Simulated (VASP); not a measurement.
# Pb (R-3m) in VASP: single point with PBEsol

Aim: the single point of Pb with PBEsol.

All numbers are computed with VASP 6.6.1; they aren't measurements. Logs are shortened: lines on timing, memory, paths and dates and some standing lists are left out, and cuts for length are marked.

## Step 1: The cell of the first run

The structure is trigonal, space group R-3m (No. 166). The conventional cell has a = 3.840 Å, b = 3.840 Å, c = 15.698 Å, α = 90.00°, β = 90.00°, γ = 120.00°. Within 2.9 Å of Pb (site symmetry 3m) lie 3 Pb at 2.22 Å.

## Step 2: Single point, PBEsol (C replaced by Pb, lengths x 1.553, strained)

INCAR reads:

```
SYSTEM = Pb
PREC = Accurate
ENCUT = 500
EDIFF = 1E-6
ISMEAR = 0
SIGMA = 0.1
LREAL = .False.
LASPH = .True.
NELM = 120
ALGO = Normal
ISIF = 2
LWAVE = .False.
LCHARG = .False.
GGA = PS
NBANDS = 21
GGA_COMPAT = .False.
```

KPOINTS reads:

```
Automatic mesh
0
Gamma
  6 6 6
  0 0 0
```

POSCAR reads:

```
Pb
1.0
    1.9198857257      1.1084465405      5.2326876802
   -1.9198857257      1.1084465405      5.2326876802
    0.0000000000     -2.2168930810      5.2326876802
Pb
2
Direct
    0.1640000000      0.1640000000      0.1640000000
    0.8360000000      0.8360000000      0.8360000000
```

Potentials or basis: VASP PAW PBE potentials, release 64 (Pb_d).

The run is started by

```bash
$ cat potpaw_PBE.64/Pb_d/POTCAR > POTCAR
$ mpirun -np 1 vasp_std > vasp.out
```

OUTCAR:

```text
SYSTEM = Pb
   PREC = Accurate
   ENCUT = 500
   EDIFF = 1E-6
   ISMEAR = 0
   LREAL = .False.
   LASPH = .True.
   NELM = 120
   ISIF = 2
   GGA = PS

 ion  position               nearest neighbor table
   1  0.164  0.164  0.164-   2 2.22   2 2.22   2 2.22
   2  0.836  0.836  0.836-   1 2.22   1 2.22   1 2.22

  LATTYP: Found a trigonal (rhomboedric) cell.
 ALAT       =     5.6829248888
 COS(alpha) =     0.7717362630

  Lattice vectors:

 A1 = (   1.9198857257,   1.1084465405,   5.2326876802)
 A2 = (  -1.9198857257,   1.1084465405,   5.2326876802)
 A3 = (   0.0000000000,  -2.2168930810,   5.2326876802)

Analysis of symmetry for initial positions (statically):
=====================================================================
 Subroutine PRICEL returns:
 Original cell was already a primitive cell.

 Routine SETGRP: Setting up the symmetry group for a
 trigonal (rhombohedral) supercell.

 Subroutine GETGRP returns: Found 12 space group operations
 (whereof 12 operations were pure point group operations)
 out of a pool of 12 trial point group operations.

The static configuration has the point symmetry D_3d.

Analysis of symmetry for dynamics (positions and initial velocities):
=====================================================================
 Subroutine PRICEL returns:
 Original cell was already a primitive cell.

 Routine SETGRP: Setting up the symmetry group for a
 trigonal (rhombohedral) supercell.

 Subroutine GETGRP returns: Found 12 space group operations
 (whereof 12 operations were pure point group operations)
 out of a pool of 12 trial point group operations.

The dynamic configuration has the point symmetry D_3d.

 Subroutine INISYM returns: Found 12 space group operations
 (whereof 12 operations are pure point group operations),
 and found     1 'primitive' translations

----------------------------------------------------------------------------------------

                                     Primitive cell

  volume of cell :      66.8138

  direct lattice vectors                    reciprocal lattice vectors
     1.919885726  1.108446540  5.232687680     0.260432167  0.150360582  0.063702127
    -1.919885726  1.108446540  5.232687680    -0.260432167  0.150360582  0.063702127
     0.000000000 -2.216893081  5.232687680     0.000000000 -0.300721163  0.063702127

  length of vectors
     5.682924889  5.682924889  5.682924889     0.307394175  0.307394175  0.307394175

  position of ions in fractional coordinates (direct lattice)
     0.164000000  0.164000000  0.164000000
     0.836000000  0.836000000  0.836000000

  ion indices of the primitive-cell ions
   primitive index   ion index
                 1           1
                 2           2

----------------------------------------------------------------------------------------

 KPOINTS: Automatic mesh

Automatic generation of k-mesh.
 Grid dimensions read from file:
 generate k-points for:    6    6    6

 Generating k-lattice:

  Cartesian coordinates                     Fractional coordinates (reciprocal lattice)
     0.043405361  0.025060097  0.010617021     0.166666667 -0.000000000 -0.000000000
    -0.043405361  0.025060097  0.010617021    -0.000000000  0.166666667 -0.000000000
     0.000000000 -0.050120194  0.010617021    -0.000000000 -0.000000000  0.166666667

  Length of vectors
     0.051232363  0.051232363  0.051232363

  Shift w.r.t. Gamma in fractional coordinates (k-lattice)
     0.000000000  0.000000000  0.000000000

 Subroutine IBZKPT returns following result:
 ===========================================

 Found     32 irreducible k-points:

 Following reciprocal coordinates:
            Coordinates               Weight
  0.000000  0.000000  0.000000      1.000000
  0.166667  0.000000 -0.000000      6.000000
  0.333333  0.000000 -0.000000      6.000000
  0.500000 -0.000000  0.000000      3.000000
  0.166667  0.166667 -0.000000      6.000000
  0.333333  0.166667 -0.000000     12.000000
[... 16 lines left out ...]
  0.500000  0.500000  0.166667      6.000000
 -0.333333  0.500000  0.166667     12.000000
 [... further k-points ...]
   k-points           NKPTS =     32   k-points in BZ     NKDIM =     32   number of bands    NBANDS=     21
   number of dos      NEDOS =    301   number of ions     NIONS =      2
   total plane-waves  NPLWV =  74088
   dimension x,y,z NGX =    42 NGY =   42 NGZ =   42
   dimension x,y,z NGXF=    84 NGYF=   84 NGZF=   84
   ions per type =               2
   NGX,Y,Z   is equivalent  to a cutoff of  12.29, 12.29, 12.29 a.u.
   NGXF,Y,Z  is equivalent  to a cutoff of  24.57, 24.57, 24.57 a.u.
 SYSTEM =  Pb
   PREC   = accura    normal or accurate (medium, high low for compatibility)
   ISTART =      0    job   : 0-new  1-cont  2-samecut
   ICHARG =      2    charge: 1-file 2-atom 10-const
   ISPIN  =      1    spin polarized calculation?
   LNONCOLLINEAR =      F non collinear calculations
   LSORBIT =      F    spin-orbit coupling
   LASPH  =      T    aspherical Exc in radial PAW
   ENCUT  =  500.0 eV  36.75 Ry    6.06 a.u.  10.36 10.36 10.36*2*pi/ulx,y,z
   NELM   =    120;   NELMIN=  2; NELMDL= -5     # of ELM steps
   EDIFF  = 0.1E-05   stopping-criterion for ELM
   LREAL  =      F    real-space projection
   EDIFFG = 0.1E-04   stopping-criterion for IOM
   NSW    =      0    number of steps for IOM
   IBRION =     -1    ionic relax: 0-MD 1-quasi-New 2-CG
   NFREE  =      0    steps in history (QN), initial steepest desc. (CG)
   ISIF   =      2    stress and relaxation
   ISYM   =      2    0-nonsym 1-usesym 2-fastsym
   POTIM  = 0.5000    time-step for ionic-motion
   TEBEG  =    0.0;   TEEND  =   0.0 temperature during run
   PSTRESS=    0.0 pullay stress
   NELECT =      28.0000    total number of electrons
   NUPDOWN=      -1.0000    fix difference up-down
   EMIN   =  10.00;   EMAX   =-10.00  energy-range for DOS
   EFERMI =   0.00;   METHOD = LEGACY
   ISMEAR =     0;   SIGMA  =   0.10  broadening in eV -4-tet -1-fermi 0-gaus
   EFERMI_NEDOS =   21; number of points for ismear=-14 and -15
   IALGO  =     38    algorithm
   IMIX   =      4    mixing-type and parameters
     AMIX     =   0.40;   BMIX     =  1.00
     AMIX_MAG =   1.60;   BMIX_MAG =  1.00
  volume/ion in A,a.u.               =      33.41       225.44
  Fermi-wavevector in a.u.,A,eV,Ry     =   1.225102  2.315106 20.420630  1.500874
  Thomas-Fermi vector in A             =   2.360152
   LORBIT       =      0    0 simple, 1 ext, 2 COOP (PROOUT), +10 PAW based schemes
   GGA     = PS    functional components
   LHFCALC =     F    Hartree Fock is set to
   AEXX    =    0.0000 exact exchange contribution
   IVDW    =     0    specifies the selected vdW correction
   LEPSILON=     F    determine dielectric tensor
   LRPA    =     F    only Hartree local field effects (RPA)
 non-spin polarized calculation
 Gauss-broadening in eV      SIGMA  =   0.10
  energy-cutoff  :      500.00
  volume of cell :       66.81
 maximum number of plane-waves:      1711
 NGX is ok and might be reduce to    42
   NGX = 21   NGY = 21   NGZ = 21

 number of electron      28.0000002 magnetization

 Free energy of the ion-electron system (eV)
  ---------------------------------------------------
  ext. energy  EPLUGINS =         0.00000000
  ---------------------------------------------------
  free energy    TOTEN  =         2.86412820 eV

  energy without entropy =        2.86413051  energy(sigma->0) =        2.86412935

 E-fermi :   6.8912     XC(G=0):  -8.8950

 val. band max:        6.6168749459   @ k =  -0.1667   0.5000   0.1667
 cond. band min:       7.1486199042   @ k =   0.5000   0.5000   0.0000
 fundamental gap:      0.5317449583
 Fermi energy:         6.8912166999

 k-point     1 :       0.0000    0.0000    0.0000
  band No.  band energies     occupation
      1     -14.6521      2.00000
      2     -13.8927      2.00000
      3     -13.8927      2.00000
      4     -13.3748      2.00000
      5     -13.3748      2.00000
      6     -12.5842      2.00000
[... 13 lines left out ...]
     20      13.8838      0.00000
     21      17.0424      0.00000

 k-point     2 :       0.1667    0.0000   -0.0000
  band No.  band energies     occupation
      1     -14.7164      2.00000
      2     -14.3576      2.00000
      3     -14.2214      2.00000
      4     -13.3965      2.00000
      5     -13.2699      2.00000
      6     -12.1128      2.00000
[... 13 lines left out ...]
     20      14.6368      0.00000
     21      15.4630      0.00000

 k-point     3 :       0.3333    0.0000   -0.0000
  band No.  band energies     occupation
      1     -15.1211      2.00000
      2     -14.8745      2.00000
      3     -14.2225      2.00000
      4     -13.4993      2.00000
      5     -13.0893      2.00000
      6     -11.8589      2.00000
[... 13 lines left out ...]
     20      15.0118      0.00000
     21      16.1143      0.00000

 k-point     4 :       0.5000   -0.0000    0.0000
  band No.  band energies     occupation
      1     -15.3235      2.00000
      2     -15.0642      2.00000
      3     -14.1567      2.00000
      4     -13.5497      2.00000
      5     -12.9775      2.00000
      6     -11.9722      2.00000
[... 13 lines left out ...]
     20      14.7194      0.00000
     21      18.5721      0.00000

 k-point     5 :       0.1667    0.1667   -0.0000
  band No.  band energies     occupation
      1     -14.7164      2.00000
      2     -14.3576      2.00000
      3     -14.2214      2.00000
      4     -13.3963      2.00000
      5     -13.2701      2.00000
      6     -12.1128      2.00000
[... 13 lines left out ...]
     20      14.8367      0.00000
     21      15.4058      0.00000

 k-point     6 :       0.3333    0.1667   -0.0000
  band No.  band energies     occupation
      1     -15.1239      2.00000
      2     -14.5400      2.00000
      3     -14.3563      2.00000
      4     -13.4949      2.00000
      5     -13.1097      2.00000
      6     -11.7708      2.00000
[... 13 lines left out ...]
     20      15.9559      0.00000
     21      17.5608      0.00000

 k-point     7 :       0.5000    0.1667    0.0000
  band No.  band energies     occupation
      1     -15.5155      2.00000
      2     -14.7351      2.00000
      3     -14.2720      2.00000
      4     -13.6047      2.00000
      5     -12.8617      2.00000
      6     -12.0516      2.00000
[... 13 lines left out ...]
     20      15.5377      0.00000
     21      16.8383      0.00000
[... 291 lines left out ...]
      1     -15.1239      2.00000
      2     -14.5400      2.00000
      3     -14.3562      2.00000
      4     -13.4947      2.00000
      5     -13.1095      2.00000
      6     -11.7713      2.00000
[... 13 lines left out ...]
     20      15.2308      0.00000
     21      16.4282      0.00000

 k-point    21 :      -0.3333    0.3333    0.1667
  band No.  band energies     occupation
      1     -15.5155      2.00000
      2     -14.7351      2.00000
      3     -14.2719      2.00000
      4     -13.6045      2.00000
      5     -12.8617      2.00000
      6     -12.0519      2.00000
[... 13 lines left out ...]
     20      15.5254      0.00000
     21      16.0522      0.00000

 k-point    22 :      -0.1667    0.3333    0.1667
  band No.  band energies     occupation
      1     -15.5155      2.00000
      2     -14.7351      2.00000
      3     -14.2720      2.00000
      4     -13.6045      2.00000
      5     -12.8622      2.00000
      6     -12.0512      2.00000
[... 13 lines left out ...]
     20      15.6706      0.00000
     21      16.5051      0.00000

 k-point    23 :       0.5000    0.5000    0.1667
  band No.  band energies     occupation
      1     -15.1211      2.00000
      2     -14.8744      2.00000
      3     -14.2225      2.00000
      4     -13.4986      2.00000
      5     -13.0896      2.00000
      6     -11.8590      2.00000
[... 13 lines left out ...]
     20      15.9653      0.00000
     21      16.2424      0.00000

 k-point    24 :      -0.3333    0.5000    0.1667
  band No.  band energies     occupation
      1     -15.5155      2.00000
      2     -14.7351      2.00000
      3     -14.2719      2.00000
      4     -13.6043      2.00000
      5     -12.8619      2.00000
      6     -12.0518      2.00000
[... 13 lines left out ...]
     20      15.0100      0.00000
     21      15.5881      0.00000

 [... further k-points ...]

------------------------ aborting loop because EDIFF is reached ----------------------------------------

  FORCE on cell =-STRESS in cart. coord.  units (eV):
  Direction    XX          YY          ZZ          XY          YZ          ZX
  --------------------------------------------------------------------------------------
  -------------------------------------------------------------------------------------
  Total       48.5840361     48.5840361     -0.1083002      0.0000000     -0.0000000      0.0000000
  in kB     1165.0323294   1165.0323293     -2.5970095      0.0000000     -0.0000000      0.0000000
  external PRESSURE =     775.8225497 kB  Pullay stress =       0.0000000 kB

 VOLUME and BASIS-vectors are now :
 -----------------------------------------------------------------------------
  energy-cutoff  :      500.00
  volume of cell :       66.81
      direct lattice vectors                 reciprocal lattice vectors
     1.919885726  1.108446540  5.232687680     0.260432167  0.150360582  0.063702127
    -1.919885726  1.108446540  5.232687680    -0.260432167  0.150360582  0.063702127
     0.000000000 -2.216893081  5.232687680     0.000000000 -0.300721163  0.063702127

 POSITION                                       TOTAL-FORCE (eV/Angst)
 -----------------------------------------------------------------------------------
      0.00000      0.00000      2.57448         0.000000      0.000000     -1.516911
      0.00000      0.00000     13.12358         0.000000     -0.000000      1.516911
 -----------------------------------------------------------------------------------
    total drift:                                0.000000     -0.000000      0.000000

  FREE ENERGIE OF THE ION-ELECTRON SYSTEM (eV)
  ---------------------------------------------------
  free  energy   TOTEN  =         2.8641281968 eV

  energy  without entropy=        2.8641305090  energy(sigma->0) =        2.86412935
```

Run time: 75 s. Hardware: 1 thread of Intel Xeon 8259CL, shared host; peak memory 0.25 GiB.

Results:

```yaml
Free_energy: 2.8641 eV
Pressure: 77.6 GPa
Largest_force: 1.517 eV/Å
Band_gap_on_the_k_mesh: zero (bands 14 and 15 overlap by 0.63 eV)
```

Forces in eV/Å, atoms in the order of the input:
```
Pb   0.000  0.000 -1.517
Pb   0.000  0.000  1.517
```

Stress tensor (GPa, compression positive):
```
116.50   0.00   0.00
  0.00 116.50   0.00
  0.00   0.00  -0.26
```

Levels at points of the mesh, in eV from the Fermi level:
```
           k point  band 10  band 11  band 12  band 13  band 14  band 15  band 16  band 17  band 18  band 19
(0.00, 0.00, 0.00)   -17.91   -15.31    -4.81     0.34     0.34     0.95     1.36     4.67     5.41     5.41
(0.50, 0.00, 0.00)   -17.63   -11.95   -10.52    -3.63    -1.77     0.61     1.63     4.71     4.75     6.08
(0.50, 0.50, 0.00)   -17.63   -11.93   -10.51    -3.67    -2.22     0.26     1.50     5.54     6.44     7.68
(0.50, 0.50, 0.50)   -17.91   -15.26    -5.59     0.31     0.31     1.31     4.49     4.58     5.35     5.35
```

Caveat: the cell differs from its parent crystal (C replaced by Pb, lengths x 1.553, strained); the stress differs along the axes, from -0 to 117 GPa; the PAW data sets were made with another functional, which shifts forces and pressure a little; spin-orbit coupling is left out, which moves the levels of the heavy elements.

The gap in the log of VASP goes by the Fermi energy; the results here count the filled bands.